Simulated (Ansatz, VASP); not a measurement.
Two plane-wave programs on CuP

```
Cu P
1.0
     3.01598    0.00000    0.00000
     0.00000    3.01598    0.00000
     0.00000    0.00000    3.01598
Cu P
1 1
Direct
  0.00000 0.00000 0.00000
  0.50000 0.50000 0.50000
```

Alike in both runs: functional PBE; k mesh 18 × 18 × 18; occupations gaussian, width 0.1 eV; no spin polarisation.

Ansatz relaxed the structure, and its values are those at the end. VASP's run is a single point on that final structure, the one shown.

|  | VASP | Ansatz |
| --- | --- | --- |
| version | VASP 6.6.1 | Ansatz 0.2.0 |
| potentials or method | VASP PAW PBE potentials, release 64 (Cu, P), cutoff 520 eV | scalar-relativistic, plane waves, PAW |
| valence electrons in the cell | 16 | 24 |

Ansatz gave:

| Property | Result |
| --- | --- |
| gap on the k mesh at the Fermi level (eV) | none |
| pressure (GPa) | 0.0 |

What did VASP give for the same quantities?

gap on the k mesh at the Fermi level (eV): none; pressure (GPa): 0.2.

A gap of «none» marks a metal or a gap that the smearing closes. The functional is the same, so the differences come from potentials, cutoffs and numerics. VASP's potentials hold 16 valence electrons a cell and Ansatz's 24, so a difference there can come from the potentials and not from the codes.
